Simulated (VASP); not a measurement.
# GeP4 (I4/mmm) in VASP: single point with PBE

Aim: the single point of GeP4 with PBE.

Program: VASP 6.6.1. These are calculated values, not measurements. Logs are shortened: lines on timing, memory, paths and dates and some standing lists are left out, and cuts for length are marked.

### Step 1. The cell of the first run

Symmetry: I4/mmm, No. 139, tetragonal system. The conventional cell has a = 4.635 Å, b = 4.635 Å, c = 7.721 Å, α = 90.00°, β = 90.00°, γ = 90.00°. Within 3.5 Å of Ge (site symmetry 4/mmm) lie 18 P at 2.64 to 3.50 Å. Within 3.3 Å of P (site symmetry -4m2) lie 8 P at 2.42 to 3.28 Å and 4 Ge at 3.02 Å. P (site symmetry 4mm) has 5 P at 2.42 to 2.45 Å and 1 Ge at 2.64 Å within 3.2 Å.

### Step 2. Single point, PBE

Input file POSCAR:

```
GeP4
1.0
   -2.3176533435      2.3176533435      3.8605744767
    2.3176533435     -2.3176533435      3.8605744767
    2.3176533435      2.3176533435     -3.8605744767
Ge P
1 4
Direct
    0.0000000000      0.0000000000      0.0000000000
    0.2500000000      0.7500000000      0.5000000000
    0.7500000000      0.2500000000      0.5000000000
    0.3416562965      0.3416562965      0.0000000000
    0.6583437035      0.6583437035      0.0000000000
```

Input file INCAR.step1:

```
SYSTEM = GeP4
ALGO = Normal
EDIFF = 1E-6
ENCUT = 520
GGA = PE
ISIF = 2
ISMEAR = 0
LASPH = .TRUE.
LCHARG = .TRUE.
LREAL = .FALSE.
LWAVE = .FALSE.
NBANDS = 25
NELM = 100
PREC = Accurate
SIGMA = 0.1
```

Input file KPOINTS.step1:

```
k-points
0
G
  12 12 12
  0 0 0
```

Input file INCAR.step2:

```
SYSTEM = GeP4
ALGO = Normal
EDIFF = 1E-6
ENCUT = 520
GGA = PE
ICHARG = 11
ISIF = 2
ISMEAR = -5
LASPH = .TRUE.
LCHARG = .FALSE.
LORBIT = 10
LREAL = .FALSE.
LWAVE = .FALSE.
NBANDS = 25
NEDOS = 1001
NELM = 100
PREC = Accurate
SIGMA = 0.1
```

Input file KPOINTS.step2:

```
k-points
0
G
  18 18 18
  0 0 0
```

Potentials or basis: VASP PAW PBE potentials, release 64 (Ge_d, P).

Started as:

```console
cat potpaw_PBE.64/Ge_d/POTCAR potpaw_PBE.64/P/POTCAR > POTCAR
cp INCAR.step1 INCAR
cp KPOINTS.step1 KPOINTS
mpirun -np 1 vasp_std > vasp.out
cp INCAR.step2 INCAR
cp KPOINTS.step2 KPOINTS
mpirun -np 1 vasp_std > vasp.out
```

OUTCAR:

```text
SYSTEM = GeP4
   EDIFF = 1E-6
   ENCUT = 520
   GGA = PE
   ICHARG = 11
   ISIF = 2
   ISMEAR = -5
   LASPH = .TRUE.
   LORBIT = 10
   LREAL = .FALSE.
   NELM = 100
   PREC = Accurate

 ion  position               nearest neighbor table
   1  0.000  0.000  0.000-   4 2.64   5 2.64
   2  0.250  0.750  0.500-   4 2.42   5 2.42   4 2.42   5 2.42
   3  0.750  0.250  0.500-   4 2.42   5 2.42   4 2.42   5 2.42
   4  0.342  0.342  0.000-   2 2.42   3 2.42   2 2.42   3 2.42   5 2.45   1 2.64
   5  0.658  0.658  0.000-   2 2.42   3 2.42   2 2.42   3 2.42   4 2.45   1 2.64

  LATTYP: Found a body centered tetragonal cell.
 ALAT       =     4.6353066870
 C/A-ratio  =     1.6657255873

  Lattice vectors:

 A1 = (  -2.3176533435,   2.3176533435,   3.8605744767)
 A2 = (   2.3176533435,  -2.3176533435,   3.8605744767)
 A3 = (   2.3176533435,   2.3176533435,  -3.8605744767)

Analysis of symmetry for initial positions (statically):
=====================================================================
 Subroutine PRICEL returns:
 Original cell was already a primitive cell.

 Routine SETGRP: Setting up the symmetry group for a
 body centered tetragonal supercell.

 Subroutine GETGRP returns: Found 16 space group operations
 (whereof 16 operations were pure point group operations)
 out of a pool of 16 trial point group operations.

The static configuration has the point symmetry D_4h.

Analysis of symmetry for dynamics (positions and initial velocities):
=====================================================================
 Subroutine PRICEL returns:
 Original cell was already a primitive cell.

 Routine SETGRP: Setting up the symmetry group for a
 body centered tetragonal supercell.

 Subroutine GETGRP returns: Found 16 space group operations
 (whereof 16 operations were pure point group operations)
 out of a pool of 16 trial point group operations.

The dynamic configuration has the point symmetry D_4h.

 Subroutine INISYM returns: Found 16 space group operations
 (whereof 16 operations are pure point group operations),
 and found     1 'primitive' translations

----------------------------------------------------------------------------------------

                                     Primitive cell

  volume of cell :      82.9486

  direct lattice vectors                    reciprocal lattice vectors
    -2.317653343  2.317653343  3.860574477     0.000000000  0.215735456  0.129514403
     2.317653343 -2.317653343  3.860574477     0.215735456  0.000000000  0.129514403
[... 107 lines left out ...]
   EFERMI =   0.00;   METHOD = LEGACY
   ISMEAR =    -5;   SIGMA  =   0.10  broadening in eV -4-tet -1-fermi 0-gaus
   EFERMI_NEDOS =   21; number of points for ismear=-14 and -15
   IALGO  =     38    algorithm
   IMIX   =      4    mixing-type and parameters
     AMIX     =   0.40;   BMIX     =  1.00
     AMIX_MAG =   1.60;   BMIX_MAG =  1.00
  volume/ion in A,a.u.               =      16.59       111.95
  Fermi-wavevector in a.u.,A,eV,Ry     =   1.216088  2.298072 20.121233  1.478869
  Thomas-Fermi vector in A             =   2.351453
   LORBIT       =     10    0 simple, 1 ext, 2 COOP (PROOUT), +10 PAW based schemes
   GGA     = PE    functional components
   LHFCALC =     F    Hartree Fock is set to
   AEXX    =    0.0000 exact exchange contribution
   IVDW    =     0    specifies the selected vdW correction
   LEPSILON=     F    determine dielectric tensor
   LRPA    =     F    only Hartree local field effects (RPA)
 non-spin polarized calculation
 Fermi weights with tetrahedron method with Bloechl corrections
  energy-cutoff  :      520.00
  volume of cell :       82.95
 maximum number of plane-waves:      2295
 NGX is ok and might be reduce to    40

 number of electron      33.9999998 magnetization

 Free energy of the ion-electron system (eV)
  ---------------------------------------------------
  ext. energy  EPLUGINS =         0.00000000
  ---------------------------------------------------
  free energy    TOTEN  =       -24.05977407 eV

  energy without entropy =      -24.05977407  energy(sigma->0) =      -24.05977407

 E-fermi :   8.1225     XC(G=0): -10.9270

 val. band max:        8.1718113333   @ k =  -0.2778  -0.3333   0.2778
 cond. band min:       8.0526664960   @ k =  -0.1667  -0.3889   0.1667
 fundamental gap:     -0.1191448373
 Fermi energy:         8.1224960572

 k-point     1 :       0.0000    0.0000    0.0000
  band No.  band energies     occupation
      1     -16.7610      2.00000
      2     -16.7599      2.00000
      3     -16.7590      2.00000
      4     -16.7514      2.00000
      5     -16.7514      2.00000
      6      -7.6171      2.00000
[... 661 lines left out ...]
     24      14.4489      0.00000
     25      14.9379      0.00000

 [... further k-points ...]

------------------------ aborting loop because EDIFF is reached ----------------------------------------

  FORCE on cell =-STRESS in cart. coord.  units (eV):
  Direction    XX          YY          ZZ          XY          YZ          ZX
  --------------------------------------------------------------------------------------
  -------------------------------------------------------------------------------------
  Total       -0.1201829     -0.1201829      0.2755166      0.0000000     -0.0000000      0.0000000
  in kB       -2.3213699     -2.3213699      5.3216891      0.0000000     -0.0000000      0.0000000
  external PRESSURE =       0.2263164 kB  Pullay stress =       0.0000000 kB

 VOLUME and BASIS-vectors are now :
 -----------------------------------------------------------------------------
  energy-cutoff  :      520.00
  volume of cell :       82.95
      direct lattice vectors                 reciprocal lattice vectors
    -2.317653343  2.317653343  3.860574477     0.000000000  0.215735456  0.129514403
     2.317653343 -2.317653343  3.860574477     0.215735456  0.000000000  0.129514403
     2.317653343  2.317653343 -3.860574477     0.215735456  0.215735456  0.000000000

 POSITION                                       TOTAL-FORCE (eV/Angst)
 -----------------------------------------------------------------------------------
      0.00000      0.00000      0.00000         0.000000      0.000000      0.000000
      2.31765      0.00000      1.93029         0.000000      0.000000      0.000000
      0.00000      2.31765      1.93029         0.000000      0.000000      0.000000
      0.00000      0.00000      2.63798         0.000000      0.000000      0.053615
      0.00000      0.00000      5.08317        -0.000000     -0.000000     -0.053615
 -----------------------------------------------------------------------------------
    total drift:                               -0.000000     -0.000000     -0.000000

  FREE ENERGIE OF THE ION-ELECTRON SYSTEM (eV)
  ---------------------------------------------------
  free  energy   TOTEN  =       -24.0597740711 eV

  energy  without entropy=      -24.0597740711  energy(sigma->0) =      -24.05977407

 total charge

# of ion       s       p       d       tot
------------------------------------------
    1        1.296   0.832  10.017  12.145
    2        1.103   1.285   0.000   2.388
    3        1.103   1.285   0.000   2.388
    4        1.101   1.268   0.000   2.369
    5        1.101   1.268   0.000   2.369
--------------------------------------------------
tot          5.704   5.938  10.017  21.660
```

OUTCAR.step1:

```text
SYSTEM = GeP4
   EDIFF = 1E-6
   ENCUT = 520
   GGA = PE
   ISIF = 2
   ISMEAR = 0
[... 906 lines left out ...]
      2.31765      0.00000      1.93029         0.000000      0.000000      0.000000
      0.00000      2.31765      1.93029         0.000000      0.000000      0.000000
      0.00000      0.00000      2.63798        -0.000000     -0.000000     -0.005594
      0.00000      0.00000      5.08317         0.000000      0.000000      0.005594
 -----------------------------------------------------------------------------------
    total drift:                               -0.000000     -0.000000     -0.000000

  FREE ENERGIE OF THE ION-ELECTRON SYSTEM (eV)
  ---------------------------------------------------
  free  energy   TOTEN  =       -24.0682710507 eV

  energy  without entropy=      -24.0566020975  energy(sigma->0) =      -24.06243657
```

OSZICAR.step1:

```text
N       E                     dE             d eps       ncg     rms          rms(c)
DAV:   1     0.224264028484E+03    0.22426E+03   -0.15389E+04 10014   0.226E+03
DAV:   2     0.777158397437E+01   -0.21649E+03   -0.20312E+03  9112   0.575E+02
DAV:   3    -0.229084590978E+02   -0.30680E+02   -0.29747E+02 10291   0.118E+02
DAV:   4    -0.241754325112E+02   -0.12670E+01   -0.12575E+01  9773   0.250E+01
DAV:   5    -0.242091261788E+02   -0.33694E-01   -0.33639E-01 11028   0.447E+00    0.953E+00
DAV:   6    -0.240796599845E+02    0.12947E+00   -0.23789E-01 11070   0.338E+00    0.557E+00
DAV:   7    -0.240693250494E+02    0.10335E-01   -0.85137E-02 10607   0.133E+00    0.107E+00
DAV:   8    -0.240682125220E+02    0.11125E-02   -0.14607E-02  9962   0.920E-01    0.186E-01
DAV:   9    -0.240682472290E+02   -0.34707E-04   -0.96849E-04 10297   0.274E-01    0.115E-01
DAV:  10    -0.240682686502E+02   -0.21421E-04   -0.10608E-04 10477   0.647E-02    0.316E-02
DAV:  11    -0.240682717352E+02   -0.30850E-05   -0.23207E-05 10827   0.425E-02    0.792E-03
DAV:  12    -0.240682710507E+02    0.68444E-06   -0.41683E-06  9590   0.144E-02
   1 F= -.24068271E+02 E0= -.24062437E+02  d E =-.116690E-01
```

Wall time 9.1 min (1 thread of Intel Xeon 6975P-C (Granite Rapids), shared host); peak memory 0.87 GiB.

Results:

- Valence electrons inside the program's atomic spheres: Ge 12.14; P 2.39, 2.37 (each value once)
